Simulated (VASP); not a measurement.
Here is a VASP 6.6.1 calculation.

INCAR

```
PREC = Accurate
ENCUT = 600
EDIFF = 1E-7
ISMEAR = 0
SIGMA = 0.02
LREAL = F
LASPH = T
NELM = 80
ALGO = Normal
ISIF = 3
LWAVE = F
LCHARG = F
GGA = PS
IBRION = 2
NSW = 100
EDIFFG = -0.005
```

File KPOINTS:

```
Automatic mesh
0
Gamma
  12 12 6
```

The input POSCAR:

```
SiGe
1.0
    3.9044512986      0.0000000000      0.0000000000
   -1.9522256493      3.3813540124      0.0000000000
    0.0000000000      0.0000000000      6.4507830000
Si Ge
2 2
Direct
    0.6666666700      0.3333333300      0.8746070000
    0.3333333300      0.6666666700      0.3746070000
    0.6666666700      0.3333333300      0.5003920000
    0.3333333300      0.6666666700      0.0003920000
```

Potentials or basis: VASP PAW PBE potentials, release 64 (Si, Ge_d).

The run is started by

```bash
$ cat potpaw_PBE.64/Si/POTCAR potpaw_PBE.64/Ge_d/POTCAR > POTCAR
$ mpirun -np 1 vasp_std > vasp.out
```

(1) What does it give for the relaxed cell?

(2) Predict the relaxed volume.

(3) Estimate the space group after relaxing (to 0.1 Å).

(4) What does it give for the band gap on the k mesh?

## Answers

(1) a = 3.901 Å, b = 3.901 Å, c = 6.443 Å, α = 90.00°, β = 90.00°, γ = 120.00°.

(2) 21.22 Å³/atom.

(3) P6_3mc (No. 186).

(4) 0.35 eV (least direct gap 0.41 eV).

Caveat: the PAW data sets were made with another functional, which shifts forces and pressure a little.
